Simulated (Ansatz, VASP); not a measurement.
# One calculation of BP, two programs

INCAR

```
SYSTEM = BP
PREC = Accurate
ENCUT = 520
EDIFF = 1E-6
ISMEAR = -1
SIGMA = 0.05
LREAL = .FALSE.
LASPH = .TRUE.
NELM = 100
ALGO = Normal
ISIF = 2
LWAVE = .FALSE.
LCHARG = .FALSE.
GGA = RP
NBANDS = 11
```

Contents of KPOINTS:

```
Automatic mesh
0
G
  10 10 10
  0 0 0
```

The input POSCAR:

```
BP
1.0
    0.0000000000      2.2226808807      2.2226808807
    2.2226808807      0.0000000000      2.2226808807
    2.2226808807      2.2226808807      0.0000000000
P B
1 1
Direct
    0.7500000000      0.7500000000      0.7500000000
    0.0000000000      0.0000000000      0.0000000000
```

File input.yaml:

```yaml
crystal:
  lattice:
    - [0.0, 2.2226808807, 2.2226808807]
    - [2.2226808807, 0.0, 2.2226808807]
    - [2.2226808807, 2.2226808807, 0.0]
  atoms:
    - { symbol: P, position: [0.75, 0.75, 0.75] }
    - { symbol: B, position: [0.0, 0.0, 0.0] }
hamiltonian:
  xc: rpbe
  pseudopotentials: { kind: paw }
kpoints:
  mp_grid: { grid: [10, 10, 10] }
scf:
  occupations: { method: fermi_dirac, width: 0.05 }
output:
  forces: true
  stress: true
  eigenvalues: true
```

Alike in both runs: task single point; functional RPBE; k mesh 10 × 10 × 10; occupations fermi-dirac, width 0.05 eV; no spin polarisation.

|  | VASP | Ansatz |
| --- | --- | --- |
| version | VASP 6.6.1 | Ansatz 0.2.0 |
| potentials or method | VASP PAW PBE potentials, release 64 (P, B) | Ansatz PAW |
| plane-wave cutoff (eV) | 520 | 420 |
| valence electrons in the cell | 8 | 8 |

VASP gave:

| Quantity | Value |
| --- | --- |
| gap on the k mesh at the Fermi level (eV) | 1.16 |
| least direct gap on the mesh (eV) | 3.49 |
| pressure (GPa) | 15.2 |

Question: Which values does Ansatz return?

Answer: gap on the k mesh at the Fermi level (eV): 1.17; least direct gap on the mesh (eV): 3.50; pressure (GPa): 15.8.

VASP's potentials were made for PBE, not for RPBE.
